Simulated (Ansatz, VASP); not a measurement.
**One calculation of TiC, two programs**

```xyz
2
Lattice="0.0000 2.1657 2.1657 2.1657 0.0000 2.1657 2.1657 2.1657 0.0000" Properties=species:S:1:pos:R:3 pbc="T T T"
Ti    0.0000    0.0000    0.0000
C     2.1657    2.1657    2.1657
```

Alike in both runs: functional LDA; k mesh 6 × 6 × 6; occupations fermi-dirac, width 0.05 eV; no spin polarisation.

|  | VASP | Ansatz |
| --- | --- | --- |
| version | VASP 6.6.1 | Ansatz 0.2.0 |
| potentials or method | VASP PAW LDA potentials, release 64 (Ti_sv, C) | Ansatz PAW |
| plane-wave cutoff (eV) | 520 | 420 |
| valence electrons in the cell | 16 | 16 |
| task | single point | band structure |

VASP gave:

* gap on the k mesh at the Fermi level (eV): none
* pressure (GPa): -11.9

Task: Estimate Ansatz's values.

Result: gap on the k mesh at the Fermi level (eV): none; pressure (GPa): -12.6.

LDA's correlation is that of Perdew and Zunger in VASP and of Perdew and Wang (1992) in Ansatz. A gap of «none» marks a metal or a gap that the smearing closes.

The k mesh is coarse, so the values compare programs but aren't converged.
